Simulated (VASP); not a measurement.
Runs of VASP 6.6.1 on Na. The structure is that of space group P6_3/mmc (No. 194), or close to it. The cells are those of the table. This isn't the form of Na at room conditions, which is bcc.

| level | cell | gap on the mesh (eV) | pressure (GPa) |
| --- | --- | --- | --- |
| PBEsol | a = 3.387, b = 3.387, c = 5.500 Å, angles 90.0, 90.0, 120.0°, 2 atoms | none | 3.8 |
| PBEsol | a = 2.746, b = 2.746, c = 4.461 Å, angles 90.0, 90.0, 120.0°, 2 atoms | none | (a) |
| PBEsol | a = 3.531, b = 3.531, c = 5.735 Å, angles 90.0, 90.0, 120.0°, 2 atoms | none | 1.7 |
| PBEsol | a = 3.229, b = 3.229, c = 5.244 Å, angles 90.0, 90.0, 120.0°, 2 atoms | none | 7.4 |
| PBEsol+D4 | a = 3.054, b = 3.054, c = 4.960 Å, angles 90.0, 90.0, 120.0°, 2 atoms | none | (b) |
| PBEsol | a = 2.856, b = 2.856, c = 4.639 Å, angles 90.0, 90.0, 120.0°, 2 atoms | none | 27.9 |
| PBEsol | a = 3.664, b = 3.664, c = 5.951 Å, angles 90.0, 90.0, 120.0°, 2 atoms | none | 0.4 |

Alike in all rows: task single point; potentials or basis VASP PAW PBE potentials, release 64 (Na_pv); no spin polarisation; k mesh 12 × 12 × 7; cutoff (eV) 520; smearing fermi-dirac 0.08 eV.

Q: Estimate the missing entries.

A: (a) 40.1; (b) 14.1.

Caveats: the PAW data sets were made with another functional, which shifts forces and pressure a little; the cell stands under pressure (at least some runs).

A gap of «none» marks levels without a gap at the run's occupations.
